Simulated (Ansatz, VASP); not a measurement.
ZnO in VASP and in Ansatz

```
Zn O
1.0
     5.51757    0.00000    0.00000
     0.00000    5.51757    0.00000
     0.00000    0.00000    3.25878
Zn O
4 4
Direct
  0.18197 0.18197 0.50000
  0.81803 0.81803 0.50000
  0.68197 0.31803 0.00000
  0.31803 0.68197 0.00000
  0.81725 0.18275 0.50000
  0.18275 0.81725 0.50000
  0.68275 0.68275 0.00000
  0.31725 0.31725 0.00000
```

Alike in both runs: task single point; functional PBEsol; k mesh 4 × 4 × 6; no spin polarisation.

|  | VASP | Ansatz |
| --- | --- | --- |
| version | VASP 6.6.1 | Ansatz 0.2.0 |
| potentials or method | VASP PAW PBE potentials, release 64 (Zn, O), cutoff 600 eV | plane waves, PAW |
| occupations | gaussian, width 0.01 eV | fixed |
| valence electrons in the cell | 72 | 72 |

```tsv
	VASP	Ansatz	Ansatz less VASP
gap on the k mesh at the Fermi level (eV)	0.70	0.71	+0.015
```

VASP's potentials were made for PBE, not for PBEsol.
